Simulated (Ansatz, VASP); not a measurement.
**CsGeF3: VASP beside Ansatz**

```
Cs Ge F
1.0
     4.49652    0.00000    0.00000
     0.00000    4.49652    0.00000
     0.00000    0.00000    4.47404
Cs Ge F
1 1 3
Cartesian
  0.0000 0.0000 0.0000
  2.2483 2.2483 2.2370
  2.2483 2.2483 0.0000
  2.2483 0.0000 2.2370
  0.0000 2.2483 2.2370
```

Change from the starting cell: uniaxial_z strain -0.5%.

Alike in both runs: task single point; functional r2SCAN; k mesh 6 × 6 × 6; no spin polarisation.

```csv
,VASP,Ansatz
version,VASP 6.6.1,Ansatz 0.2.0
potentials or method,"VASP PAW PBE potentials, release 64 (Cs_sv, Ge_d, F)","plane waves, PAW"
plane-wave cutoff (eV),520,500
occupations,"gaussian, width 0.01 eV",fixed
valence electrons in the cell,44,44
```

Ansatz gave:

* gap on the k mesh at the Fermi level (eV): 2.07
* pressure (GPa): 0.3
* traceless stress, the component that is largest in VASP (GPa): 0.19

Problem. Estimate VASP's values.

Solution. gap on the k mesh at the Fermi level (eV): 2.06; pressure (GPa): 0.2; traceless stress, the component that is largest in VASP (GPa): 0.20.

VASP's potentials were made for PBE, not for r2SCAN.

Spin-orbit coupling is off throughout.
